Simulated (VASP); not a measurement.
The system is GeSe.

```
CELL_PARAMETERS angstrom
10.83300 0.00000 0.00000
0.00000 3.83550 0.00000
0.00000 0.00000 4.39540
ATOMIC_POSITIONS crystal
Ge 0.37899 0.75000 0.61130
Ge 0.12101 0.25000 0.11130
Ge 0.87899 0.75000 0.88870
Ge 0.62101 0.25000 0.38870
Se 0.14650 0.75000 0.49760
Se 0.35350 0.25000 0.99760
Se 0.64650 0.75000 0.00240
Se 0.85350 0.25000 0.50240
```

```yaml
Program: VASP 6.6.1
Task: relaxation of cell and atoms
Functional: PBEsol
Potentials_or_basis: VASP PAW PBE potentials, release 64 (Ge_d, Se)
Cutoff: 500 eV
k_mesh: 4 × 8 × 6
Occupations: gaussian, width 0.02 eV
Spin: no spin polarisation
```

At the start: pressure -0.7 GPa; volume 22.83 Å³/atom.

Q: How do energy, volume and symmetry change on relaxing?

A: Over 23 steps the energy falls by 3.8 meV/atom and the volume is 22.01 Å³/atom (-3.6 %); space group Pnma (No. 62, to 0.1 Å) before and after.

The path:
```csv
step,energy change (eV),largest force (eV/Å),pressure (GPa),volume (Å³)
1,0.0000,0.0857,-0.65,182.63
2,-0.0087,0.1332,0.00,180.18
3,-0.0099,0.1602,0.34,178.95
4,-0.0165,0.1186,0.26,178.34
5,-0.0261,0.0165,0.05,176.50
6,-0.0263,0.0266,0.05,176.20
7,-0.0279,0.0205,0.00,176.25
8,-0.0292,0.0202,-0.12,176.33
9,-0.0293,0.0218,0.11,175.75
10,-0.0294,0.0168,0.02,175.99
11,-0.0295,0.0127,0.03,176.01
12,-0.0297,0.0087,0.01,176.05
13,-0.0297,0.0092,-0.02,176.06
14,-0.0298,0.0128,0.04,175.93
15,-0.0298,0.0138,0.06,175.91
16,-0.0298,0.0136,0.05,175.92
17,-0.0298,0.0132,0.05,175.94
18,-0.0299,0.0127,0.03,175.99
19,-0.0299,0.0119,0.02,176.08
20,-0.0300,0.0121,0.01,176.05
21,-0.0300,0.0067,-0.01,176.08
22,-0.0300,0.0058,-0.02,176.08
23,-0.0300,0.0041,-0.01,176.09
```

Final structure:
```
Ge Se
1.0
    10.72462    0.00000    0.00000
     0.00000    3.85827    0.00000
     0.00000    0.00000    4.25565
Ge Se
4 4
Direct
  0.38064 0.75000 0.60577
  0.11936 0.25000 0.10577
  0.88064 0.75000 0.89423
  0.61936 0.25000 0.39423
  0.14410 0.75000 0.50675
  0.35590 0.25000 0.00675
  0.64410 0.75000 0.99325
  0.85590 0.25000 0.49325
```

Caveat: the PAW data sets were made with another functional, which shifts forces and pressure a little.
